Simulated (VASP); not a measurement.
# Tl (I4/mmm) in VASP: a series of runs

Runs on Tl. Level: PBEsol. Tasks: single point.

Everything below comes from runs of VASP 6.6.1. Logs are shortened: lines on timing, memory, paths and dates and some standing lists are left out, and cuts for length are marked.

## (1) The cell of the first run

It takes space group I4/mmm (No. 139, tetragonal). The conventional cell has a = 3.935 Å, b = 3.935 Å, c = 3.778 Å, α = 90.00°, β = 90.00°, γ = 90.00°. Within 4.4 Å of Tl (site symmetry 4/mmm) lie 14 Tl at 3.36 to 3.94 Å.

## (2) Single point, PBEsol

The input, INCAR:

```
SYSTEM = Tl
ALGO = Fast
EDIFF = 1E-7
ENCUT = 520
GGA = PS
ISIF = 2
ISMEAR = 0
LASPH = .True.
LCHARG = .True.
LELF = .True.
LREAL = .False.
LVHAR = .True.
LWAVE = .False.
NBANDS = 12
NELM = 60
PREC = Accurate
SIGMA = 0.15
```

The input, KPOINTS:

```
k-points
0
Gamma
  20 20 20
  0 0 0
```

The input, POSCAR:

```
Tl
1.0
   -1.9675923456      1.9675923456      1.8888886517
    1.9675923456     -1.9675923456      1.8888886517
    1.9675923456      1.9675923456     -1.8888886517
Tl
1
Direct
    0.0000000000      0.0000000000      0.0000000000
```

Potentials or basis: VASP PAW PBE potentials, release 64 (Tl_d).

On the command line:

```sh
cat potpaw_PBE.64/Tl_d/POTCAR > POTCAR
mpirun -np 1 vasp_std > vasp.out
```

OUTCAR:

```text
SYSTEM = Tl
   EDIFF = 1E-7
   ENCUT = 520
   GGA = PS
   ISIF = 2
   ISMEAR = 0
   LASPH = .True.
   LREAL = .False.
   NELM = 60
   PREC = Accurate

 ion  position               nearest neighbor table
   1  0.000  0.000  0.000-

  LATTYP: Found a body centered tetragonal cell.
 ALAT       =     3.9351846912
 C/A-ratio  =     0.9600000000

  Lattice vectors:

 A1 = (  -1.9675923456,   1.9675923456,   1.8888886517)
 A2 = (   1.9675923456,  -1.9675923456,   1.8888886517)
 A3 = (   1.9675923456,   1.9675923456,  -1.8888886517)

Analysis of symmetry for initial positions (statically):
=====================================================================
 Subroutine PRICEL returns:
 Original cell was already a primitive cell.

 Routine SETGRP: Setting up the symmetry group for a
 body centered tetragonal supercell.

 Subroutine GETGRP returns: Found 16 space group operations
 (whereof 16 operations were pure point group operations)
 out of a pool of 16 trial point group operations.

The static configuration has the point symmetry D_4h.

Analysis of symmetry for dynamics (positions and initial velocities):
=====================================================================
 Subroutine PRICEL returns:
 Original cell was already a primitive cell.

 Routine SETGRP: Setting up the symmetry group for a
 body centered tetragonal supercell.

 Subroutine GETGRP returns: Found 16 space group operations
 (whereof 16 operations were pure point group operations)
 out of a pool of 16 trial point group operations.

The dynamic configuration has the point symmetry D_4h.

 Subroutine INISYM returns: Found 16 space group operations
 (whereof 16 operations are pure point group operations),
 and found     1 'primitive' translations

----------------------------------------------------------------------------------------

                                     Primitive cell

  volume of cell :      29.2507

  direct lattice vectors                    reciprocal lattice vectors
    -1.967592346  1.967592346  1.888888652     0.000000000  0.254117679  0.264705916
     1.967592346 -1.967592346  1.888888652     0.254117679  0.000000000  0.264705916
     1.967592346  1.967592346 -1.888888652     0.254117679  0.254117679  0.000000000

  length of vectors
     3.363144305  3.363144305  3.363144305     0.366940072  0.366940072  0.359376668

  position of ions in fractional coordinates (direct lattice)
     0.000000000  0.000000000  0.000000000

  ion indices of the primitive-cell ions
   primitive index   ion index
                 1           1

----------------------------------------------------------------------------------------

 KPOINTS: k-points

Automatic generation of k-mesh.
 Grid dimensions read from file:
 generate k-points for:   20   20   20

 Generating k-lattice:

  Cartesian coordinates                     Fractional coordinates (reciprocal lattice)
     0.000000000  0.012705884  0.013235296     0.050000000 -0.000000000  0.000000000
     0.012705884  0.000000000  0.013235296    -0.000000000  0.050000000  0.000000000
     0.012705884  0.012705884  0.000000000     0.000000000  0.000000000  0.050000000

  Length of vectors
     0.018347004  0.018347004  0.017968833

  Shift w.r.t. Gamma in fractional coordinates (k-lattice)
     0.000000000  0.000000000  0.000000000

 Subroutine IBZKPT returns following result:
 ===========================================

 Found    641 irreducible k-points:

 Following reciprocal coordinates:
            Coordinates               Weight
  0.000000  0.000000  0.000000      1.000000
  0.050000 -0.000000  0.000000      8.000000
  0.100000  0.000000 -0.000000      8.000000
  0.150000  0.000000  0.000000      8.000000
  0.200000  0.000000 -0.000000      8.000000
  0.250000  0.000000  0.000000      8.000000
[... 16 lines left out ...]
 -0.400000  0.050000  0.000000     16.000000
 -0.350000  0.050000  0.000000     16.000000
 [... further k-points ...]
   k-points           NKPTS =    641   k-points in BZ     NKDIM =    641   number of bands    NBANDS=     12
   number of dos      NEDOS =    301   number of ions     NIONS =      1
   total plane-waves  NPLWV =  21952
   dimension x,y,z NGX =    28 NGY =   28 NGZ =   28
   dimension x,y,z NGXF=    56 NGYF=   56 NGZF=   56
   ions per type =               1
   NGX,Y,Z   is equivalent  to a cutoff of  13.84, 13.84, 13.84 a.u.
   NGXF,Y,Z  is equivalent  to a cutoff of  27.68, 27.68, 27.68 a.u.
 SYSTEM =  Tl
   PREC   = accura    normal or accurate (medium, high low for compatibility)
   ISTART =      0    job   : 0-new  1-cont  2-samecut
   ICHARG =      2    charge: 1-file 2-atom 10-const
   ISPIN  =      1    spin polarized calculation?
   LNONCOLLINEAR =      F non collinear calculations
   LSORBIT =      F    spin-orbit coupling
   LASPH  =      T    aspherical Exc in radial PAW
   ENCUT  =  520.0 eV  38.22 Ry    6.18 a.u.   6.25  6.25  6.25*2*pi/ulx,y,z
   NELM   =     60;   NELMIN=  2; NELMDL= -5     # of ELM steps
   EDIFF  = 0.1E-06   stopping-criterion for ELM
   LREAL  =      F    real-space projection
   EDIFFG = 0.1E-05   stopping-criterion for IOM
   NSW    =      0    number of steps for IOM
   IBRION =     -1    ionic relax: 0-MD 1-quasi-New 2-CG
   NFREE  =      0    steps in history (QN), initial steepest desc. (CG)
   ISIF   =      2    stress and relaxation
   ISYM   =      2    0-nonsym 1-usesym 2-fastsym
   POTIM  = 0.5000    time-step for ionic-motion
   TEBEG  =    0.0;   TEEND  =   0.0 temperature during run
   PSTRESS=    0.0 pullay stress
   NELECT =      13.0000    total number of electrons
   NUPDOWN=      -1.0000    fix difference up-down
   EMIN   =  10.00;   EMAX   =-10.00  energy-range for DOS
   EFERMI =   0.00;   METHOD = LEGACY
   ISMEAR =     0;   SIGMA  =   0.15  broadening in eV -4-tet -1-fermi 0-gaus
   EFERMI_NEDOS =   21; number of points for ismear=-14 and -15
   IALGO  =     68    algorithm
   IMIX   =      4    mixing-type and parameters
     AMIX     =   0.40;   BMIX     =  1.00
     AMIX_MAG =   1.60;   BMIX_MAG =  1.00
  volume/ion in A,a.u.               =      29.25       197.39
  Fermi-wavevector in a.u.,A,eV,Ry     =   1.249330  2.360891 21.236311  1.560825
  Thomas-Fermi vector in A             =   2.383375
   LORBIT       =      0    0 simple, 1 ext, 2 COOP (PROOUT), +10 PAW based schemes
   GGA     = PS    functional components
   LHFCALC =     F    Hartree Fock is set to
   AEXX    =    0.0000 exact exchange contribution
   IVDW    =     0    specifies the selected vdW correction
   LEPSILON=     F    determine dielectric tensor
   LRPA    =     F    only Hartree local field effects (RPA)
 non-spin polarized calculation
 RMM-DIIS sequential band-by-band and
 Gauss-broadening in eV      SIGMA  =   0.15
  energy-cutoff  :      520.00
  volume of cell :       29.25
 maximum number of plane-waves:       808
 NGX is ok and might be reduce to    28
   NGX = 13   NGY = 13   NGZ = 13

 number of electron      13.0000000 magnetization

 Free energy of the ion-electron system (eV)
  ---------------------------------------------------
  ext. energy  EPLUGINS =         0.00000000
  ---------------------------------------------------
  free energy    TOTEN  =        -2.62712293 eV

  energy without entropy =       -2.62178587  energy(sigma->0) =       -2.62445440

 E-fermi :   6.1328     XC(G=0): -10.2556

 val. band max:        6.1207724662   @ k =  -0.1000   0.4000   0.0500
 cond. band min:       6.1374052989   @ k =  -0.3500  -0.4500   0.3000
 fundamental gap:      0.0166328328
 Fermi energy:         6.1328412820

 k-point     1 :       0.0000    0.0000    0.0000
  band No.  band energies     occupation
      1      -5.4611      2.00000
      2      -5.4077      2.00000
      3      -5.4077      2.00000
      4      -5.0444      2.00000
      5      -4.9921      2.00000
      6      -3.7621      2.00000
      7      16.5578      0.00000
      8      16.5578      0.00000
      9      17.0047      0.00000
     10      18.3471      0.00000
     11      18.3471      0.00000
     12      18.7681      0.00000

 k-point     2 :       0.0500   -0.0000    0.0000
  band No.  band energies     occupation
      1      -5.4568      2.00000
      2      -5.4048      2.00000
      3      -5.4010      2.00000
      4      -5.0445      2.00000
      5      -4.9962      2.00000
      6      -3.7058      2.00000
      7      16.1226      0.00000
      8      16.3474      0.00000
      9      16.6768      0.00000
     10      18.1267      0.00000
     11      18.2795      0.00000
     12      18.6396      0.00000

 k-point     3 :       0.1000    0.0000   -0.0000
  band No.  band energies     occupation
      1      -5.4590      2.00000
      2      -5.3989      2.00000
      3      -5.3667      2.00000
      4      -5.0452      2.00000
      5      -5.0066      2.00000
      6      -3.5349      2.00000
      7      14.7685      0.00000
      8      15.8059      0.00000
      9      16.1696      0.00000
     10      17.6929      0.00000
     11      18.1133      0.00000
     12      18.6449      0.00000
[... 286 lines left out ...]
 k-point    23 :      -0.4000    0.0500    0.0000
  band No.  band energies     occupation
      1      -5.5856      2.00000
      2      -5.5183      2.00000
      3      -5.0453      2.00000
      4      -5.0106      2.00000
      5      -4.8583      2.00000
      6      -0.4770      2.00000
      7       5.9583      1.90008
      8      11.8546      0.00000
      9      13.1832      0.00000
     10      16.3204      0.00000
     11      17.5571      0.00000
     12      21.5580      0.00000

 k-point    24 :      -0.3500    0.0500    0.0000
  band No.  band energies     occupation
      1      -5.5628      2.00000
      2      -5.4805      2.00000
      3      -5.0535      2.00000
      4      -5.0182      2.00000
      5      -4.9477      2.00000
      6      -1.2680      2.00000
      7       7.3894      0.00000
      8      12.2880      0.00000
      9      13.5345      0.00000
     10      16.4810      0.00000
     11      17.6977      0.00000
     12      20.8118      0.00000

 [... further k-points ...]

------------------------ aborting loop because EDIFF is reached ----------------------------------------

  FORCE on cell =-STRESS in cart. coord.  units (eV):
  Direction    XX          YY          ZZ          XY          YZ          ZX
  --------------------------------------------------------------------------------------
  -------------------------------------------------------------------------------------
  Total       -0.1679599     -0.1679599     -0.1246735      0.0000000      0.0000000      0.0000000
  in kB       -9.1998229     -9.1998229     -6.8288611      0.0000000      0.0000000      0.0000000
  external PRESSURE =      -8.4095023 kB  Pullay stress =       0.0000000 kB

 VOLUME and BASIS-vectors are now :
 -----------------------------------------------------------------------------
  energy-cutoff  :      520.00
  volume of cell :       29.25
      direct lattice vectors                 reciprocal lattice vectors
    -1.967592346  1.967592346  1.888888652     0.000000000  0.254117679  0.264705916
     1.967592346 -1.967592346  1.888888652     0.254117679  0.000000000  0.264705916
     1.967592346  1.967592346 -1.888888652     0.254117679  0.254117679  0.000000000

 POSITION                                       TOTAL-FORCE (eV/Angst)
 -----------------------------------------------------------------------------------
      0.00000      0.00000      0.00000        -0.000000      0.000000      0.000000
 -----------------------------------------------------------------------------------
    total drift:                               -0.000000     -0.000000     -0.000000

  FREE ENERGIE OF THE ION-ELECTRON SYSTEM (eV)
  ---------------------------------------------------
  free  energy   TOTEN  =        -2.6271229264 eV

  energy  without entropy=       -2.6217858663  energy(sigma->0) =       -2.62445440
```

It took 1.9 min on 1 thread of Intel Xeon Platinum 8559C (Emerald Rapids), shared host; peak memory 0.33 GiB.

What came out:

```
Free energy            : -2.6271 eV
Pressure               : -0.8 GPa
Band gap on the k mesh : zero (an odd number of electrons rules out a gap without spin polarisation)
```

Caveat: the PAW data sets were made with another functional, which shifts forces and pressure a little; spin-orbit coupling is left out, which moves the levels of the heavy elements.

[end of part 1 of 2]
